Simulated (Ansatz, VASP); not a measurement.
# Two plane-wave programs on In

Contents of INCAR:

```
SYSTEM = In
PREC = Accurate ; ENCUT = 520
EDIFF = 1E-6 ; ISMEAR = -1
SIGMA = 0.1 ; LREAL = .FALSE.
LASPH = .TRUE. ; NELM = 60
ALGO = Normal ; ISIF = 2
LWAVE = .FALSE. ; LCHARG = .FALSE.
GGA = RP ; NBANDS = 20
```

KPOINTS

```
regular mesh
0
G
  9 9 9
  0 0 0
```

The input POSCAR:

```
In
1.0
    0.0000000000      3.4803231682      3.4803231682
    3.4803231682      0.0000000000      3.4803231682
    3.4803231682      3.4803231682      0.0000000000
In
2
Direct
    0.1250000000      0.1250000000      0.1250000000
    0.8750000000      0.8750000000      0.8750000000
```

Input for Ansatz:

```yaml
crystal:
  lattice:
    - [0.0, 3.4803231682, 3.4803231682]
    - [3.4803231682, 0.0, 3.4803231682]
    - [3.4803231682, 3.4803231682, 0.0]
  atoms:
    - { symbol: In, position: [0.125, 0.125, 0.125] }
    - { symbol: In, position: [0.875, 0.875, 0.875] }
hamiltonian:
  xc: rpbe
  pseudopotentials:
    kind: paw
    azcp:
      In: "pseudopotentials/In.paw.azcp"
basis:
  ecutwfc: 420
  fft_grid_basis: typed
kpoints:
  mp_grid: { grid: [9, 9, 9], shift: [0, 0, 0] }
magnetization:
  spin_polarized: false
scf:
  occupations: { method: fermi_dirac, width: 0.1 }
  lower_state_search: "off"
output:
  stress: true
```

Alike in both runs: task single point; functional RPBE; k mesh 9 × 9 × 9; occupations fermi-dirac, width 0.1 eV; no spin polarisation.

```csv
,VASP,Ansatz
version,VASP 6.6.1,Ansatz 0.2.0
potentials or method,"VASP PAW PBE potentials, release 64 (In_d), cutoff 520 eV","plane waves (420 eV) with PAW, scalar-relativistic"
valence electrons in the cell,26,26
```

|  | VASP | Ansatz | Ansatz less VASP |
| --- | --- | --- | --- |
| pressure (GPa) | -0.6 | -0.6 | +0.03 |

VASP's potentials were made for PBE, not for RPBE. The functional is the same, so the differences come from potentials, cutoffs and numerics.
